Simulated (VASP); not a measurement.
Write the native input for VASP 6.6.1 that does the following.

| Item | Value |
| --- | --- |
| Task | single point |
| Functional | PBE |
| Potentials or basis | VASP PAW PBE potentials, release 64 (Pb_d, S) |
| Cutoff | 500 eV |
| k mesh | 7 × 7 × 3 |
| Occupations | fermi-dirac, width 0.01 eV |
| Spin | no spin polarisation |
| Dipole correction | no |
| Further INCAR settings | ALGO = Normal; EDIFF = 1e-06; NBANDS = 28 |

The structure of PbS lies in POSCAR:

```
PbS
1.0
    2.9502691748     -2.9096346223      0.0000000000
    2.9502691748      2.9096346223      0.0000000000
   -1.0836382323      0.0000000000     11.7481915815
Pb S
2 2
Direct
    0.7756000000      0.7756000000      0.6363800000
    0.2244000000      0.2244000000      0.3636200000
    0.2684000000      0.2684000000      0.5986000000
    0.7316000000      0.7316000000      0.4014000000
```

This cell differs from its parent crystal: volume scaled by 1.01.

One way to write it, as run:

INCAR

```
SYSTEM = PbS
  PREC = Accurate
  ENCUT = 500
  EDIFF = 1E-6
  ISMEAR = -1
  SIGMA = 0.01
  LREAL = .False.
  LASPH = .True.
  NELM = 120
  ALGO = Normal
  ISIF = 2
  LWAVE = .False.
  LCHARG = .False.
  GGA = PE
  NBANDS = 28
  GGA_COMPAT = .False.
```

KPOINTS

```
Automatic mesh
0
Gamma
  7 7 3
  0 0 0
```

Potentials or basis: VASP PAW PBE potentials, release 64 (Pb_d, S).

The run is started by

```console
$ cat potpaw_PBE.64/Pb_d/POTCAR potpaw_PBE.64/S/POTCAR > POTCAR
$ mpirun -np 1 vasp_std > vasp.out
```

It gave:

```json
{
  "Largest force": "0.478 eV/Å",
  "Band gap on the k mesh": "1.28 eV, direct"
}
```

Caveat: spin-orbit coupling is left out, which moves the levels of the heavy elements.

Run time: 2.3 min on 1 thread of Intel(R) Xeon(R) 6975P-C (Granite Rapids) (shared host), peak memory 0.37 GiB.
